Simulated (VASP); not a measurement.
Set up this calculation in VASP 6.6.1, as the native input.

```
Task                   : single point
Functional             : r2SCAN
Potentials or basis    : VASP PAW PBE potentials, release 64 (B, N)
Cutoff                 : 520 eV
k mesh                 : 12 × 12 × 12
Occupations            : gaussian, width 0.01 eV
Spin                   : no spin polarisation
Dipole correction      : no
Further INCAR settings : ALGO = Normal; EDIFF = 1e-07; NBANDS = 11
```

BN:

```xyz
2
Lattice="0.0000 1.8048 1.7687 1.8048 0.0000 1.7687 1.8048 1.8048 0.0000" Properties=species:S:1:pos:R:3 pbc="T T T"
B     0.0000    0.0000    0.0000
N     0.9024    0.9024    0.8844
```

This cell differs from its parent crystal: uniaxial z strain -2.0%.

One way to write it, as run:

POSCAR

```
BN
1.0
    0.0000000000      1.8048254650      1.7687289557
    1.8048254650      0.0000000000      1.7687289557
    1.8048254650      1.8048254650      0.0000000000
B N
1 1
Direct
    0.0000000000      0.0000000000      0.0000000000
    0.2500000000      0.2500000000      0.2500000000
```

INCAR.step1

```
SYSTEM = BN
ALGO = Normal ; EDIFF = 1E-4
ENCUT = 520 ; GGA = PE
ISMEAR = 0 ; LASPH = .TRUE.
LCHARG = .FALSE. ; LREAL = .FALSE.
LWAVE = .TRUE. ; NBANDS = 11
NELM = 80 ; PREC = Accurate
SIGMA = 0.01
```

INCAR.step2

```
SYSTEM = BN
ALGO = Normal ; EDIFF = 1E-7
ENCUT = 520 ; ISIF = 2
ISMEAR = 0 ; ISTART = 1
LASPH = .TRUE. ; LCHARG = .FALSE.
LMIXTAU = .TRUE. ; LREAL = .FALSE.
LWAVE = .FALSE. ; METAGGA = R2SCAN
NBANDS = 11 ; NELM = 80
PREC = Accurate ; SIGMA = 0.01
```

KPOINTS

```
k-points
0
G
  12 12 12
  0 0 0
```

Potentials or basis: VASP PAW PBE potentials, release 64 (B, N).

Launch:

```sh
$ cat potpaw_PBE.64/B/POTCAR potpaw_PBE.64/N/POTCAR > POTCAR
$ cp INCAR.step1 INCAR
$ mpirun -np 1 vasp_std > vasp.out
$ cp INCAR.step2 INCAR
$ mpirun -np 1 vasp_std > vasp.out
```

Results of the run:

```json
{
  "Pressure": "9.4 GPa",
  "Band gap on the k mesh": "4.63 eV (least direct gap 9.42 eV)"
}
```

Caveat: the cell differs from its parent crystal (uniaxial z strain -2.0%); the cell stands under pressure; the PAW data sets were made with another functional, which shifts forces and pressure a little.

Wall time 110 s on 1 thread of Intel Xeon 8259CL, with other jobs on the host, peak memory 0.13 GiB.
